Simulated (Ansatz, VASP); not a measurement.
**NaH: VASP beside Ansatz**

The input INCAR:

```
PREC = Accurate
ENCUT = 520
EDIFF = 1E-7
ISMEAR = 0
SIGMA = 0.01
LREAL = F
LASPH = T
NELM = 100
ALGO = Normal
ISIF = 2
LWAVE = F
LCHARG = T
LELF = T
LVHAR = T
NBANDS = 11
```

File KPOINTS:

```
Automatic mesh
0
Gamma
  8 8 8
```

Contents of POSCAR:

```
NaH
1.0
    0.0000000000      2.3455367674      2.3455367674
    2.3455367674      0.0000000000      2.3455367674
    2.3455367674      2.3455367674      0.0000000000
Na H
1 1
Direct
   -0.0021317082     -0.0021317082     -0.0021317082
    0.5000000000      0.5000000000      0.5000000000
```

Input for Ansatz:

```yaml
crystal:
  lattice:
    - [0.0, 2.34553676738, 2.34553676738]
    - [2.34553676738, 0.0, 2.34553676738]
    - [2.34553676738, 2.34553676738, 0.0]
  atoms:
    - { symbol: Na, position: [-0.002131708217, -0.002131708217, -0.002131708217] }
    - { symbol: H, position: [0.5, 0.5, 0.5] }
kpoints:
  mp_grid: { grid: [8, 8, 8] }
scf:
  occupations: { method: fixed }
  convergence: { dr2_threshold: 1.0e-10 }
hamiltonian:
  xc: lda
  pseudopotentials: { kind: all_electron, lapw: { basis_error: 0.0005 } }
output:
  forces: true
  stress: true
  eigenstates:
    kpoints:
      - [0.0, 0.0, 0.0]
      - [0.0, -0.5, 0.0]
      - [-0.5, 0.0, 0.0]
      - [0.0, 0.0, -0.5]
      - [-0.5, -0.5, -0.5]
      - [-0.25, -0.5, -0.75]
      - [-0.5, -0.25, -0.75]
      - [-0.25, -0.75, -0.5]
      - [-0.5, 0.0, -0.5]
      - [0.0, -0.5, -0.5]
      - [-0.5, -0.5, 0.0]
  eigenvalues: true
```

Change from the starting cell: atom 1 moved by [-0.01, -0.01, -0.01] A.

Alike in both runs: task single point; functional LDA; k mesh 8 × 8 × 8; no spin polarisation.

```csv
,VASP,Ansatz
version,VASP 6.6.1,Ansatz 0.2.0
potentials or method,"VASP PAW LDA potentials, release 64 (Na_pv, H), cutoff 520 eV","all-electron LAPW, scalar-relativistic"
occupations,"gaussian, width 0.01 eV",fixed
```

Ansatz gave:

```
gap on the k mesh at the Fermi level (eV) : 3.55
pressure (GPa)                            : 0.0
rms of the force components (eV/Å)        : 0.011
```

Problem. What did VASP give for the same quantities?

Solution. gap on the k mesh at the Fermi level (eV): 3.54; pressure (GPa): -0.1; rms of the force components (eV/Å): 0.011.

LDA's correlation is that of Perdew and Zunger in VASP and of Perdew and Wang (1992) in Ansatz. Atom by atom the forces differ by 0.000 eV/Å (rms over components). Ansatz ran all-electron here, and VASP with PAW potentials.
